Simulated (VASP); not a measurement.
Input of a VASP 6.6.1 run:

File INCAR:

```
ALGO = Normal ; EDIFF = 1E-6
ENCUT = 520 ; GGA = PE
ISIF = 2 ; ISMEAR = 0
LASPH = True ; LCHARG = True
LELF = True ; LREAL = False
LVHAR = True ; LWAVE = False
NBANDS = 26 ; NELM = 60
PREC = Accurate ; SIGMA = 0.05
```

Contents of KPOINTS:

```
k-points
0
Gamma
  12 12 4
```

File POSCAR:

```
C
1.0
    2.5220988435      0.0000000000      0.0000000000
   -1.2610494217      2.1842016693      0.0000000000
    0.0000000000      0.0000000000      8.2371000000
C
8
Direct
    0.0000000000      0.0000000000      0.0937500000
    0.0000000000      0.0000000000      0.5937500000
    0.0000000000      0.0000000000      0.4062500000
    0.0000000000      0.0000000000      0.9062500000
    0.3117508584      0.6235017168      0.1522032860
    0.6666666667      0.3333333333      0.6562500000
    0.3333333333      0.6666666667      0.3437500000
    0.6666666667      0.3333333333      0.8437500000
```

Potentials or basis: VASP PAW PBE potentials, release 64 (C).

Launch:

```bash
$ cat potpaw_PBE.64/C/POTCAR > POTCAR
$ mpirun -np 1 vasp_std > vasp.out
```

(1) Predict the largest force.

(2) Estimate the pressure.

(3) What does it give for the band gap on the k mesh?

Answers

(1) 4.406 eV/Å.

(2) 3.9 GPa.

(3) 3.99 eV, indirect (least direct gap 4.50 eV).

Caveat: the cell differs from its parent crystal (atom 5 (C) moved +0.100 Å towards its neighbour atom 1 (C) at 1.544 Å); forces of over 1 eV/Å act on the atoms, so gaps and moduli don't describe the material at rest.
